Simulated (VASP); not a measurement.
Write the native input for VASP 6.6.1 that does the following.

```
Task                   : single point
Functional             : LDA
Potentials or basis    : VASP PAW LDA potentials, release 64 (Al, C)
Cutoff                 : 520 eV
k mesh                 : 5 × 5 × 1
Occupations            : gaussian, width 0.1 eV
Spin                   : no spin polarisation
Dipole correction      : yes
Further INCAR settings : ALGO = Normal; EDIFF = 1e-06; NBANDS = 32
```

The structure of Al12C lies in POSCAR:

```
Al12C
1.0
    5.6336864727      0.0000000000      0.0000000000
    0.0000000000      5.6336864727      0.0000000000
    0.0000000000      0.0000000000     19.6042970528
Al C
12 1
Direct
    0.2500000000      0.2500000000      0.2040369001
    0.2500000000      0.7500000000      0.2040369001
    0.7500000000      0.2500000000      0.2040369001
    0.7500000000      0.7500000000      0.2040369001
    0.0000000000      0.0000000000      0.3086956402
    0.0000000000      0.5000000000      0.3086956402
    0.5000000000      0.0000000000      0.3086956402
    0.5000000000      0.5000000000      0.3086956402
    0.2500000000      0.2500000000      0.4133939121
    0.2500000000      0.7500000000      0.4133939121
    0.7500000000      0.2500000000      0.4133939121
    0.7500000000      0.7500000000      0.4133939121
    0.5000000000      0.5000000000      0.4164077280
```

These files were run (other wordings do the same):

INCAR

```
  PREC = Accurate
  ENCUT = 520
  EDIFF = 1E-6
  ISMEAR = 0
  SIGMA = 0.1
  LREAL = F
  LASPH = T
  NELM = 80
  ALGO = Normal
  ISIF = 2
  LWAVE = F
  LCHARG = F
  LDIPOL = T
  IDIPOL = 3
  DIPOL = 0.5 0.5 0.317
  NBANDS = 32
```

KPOINTS

```
Automatic mesh
0
Gamma
  5 5 1
```

Potentials or basis: VASP PAW LDA potentials, release 64 (Al, C).

Command:

```sh
$ cat potpaw_LDA.64/Al/POTCAR potpaw_LDA.64/C/POTCAR > POTCAR
$ mpirun -np 1 vasp_std > vasp.out
```

Results of the run:

```
Largest force          : 0.977 eV/Å
Band gap on the k mesh : zero (bands 20 and 21 overlap by 0.61 eV)
```

Wall time 5.8 min on 1 thread of Intel Xeon 8259CL, with other jobs on the host, peak memory 0.46 GiB.
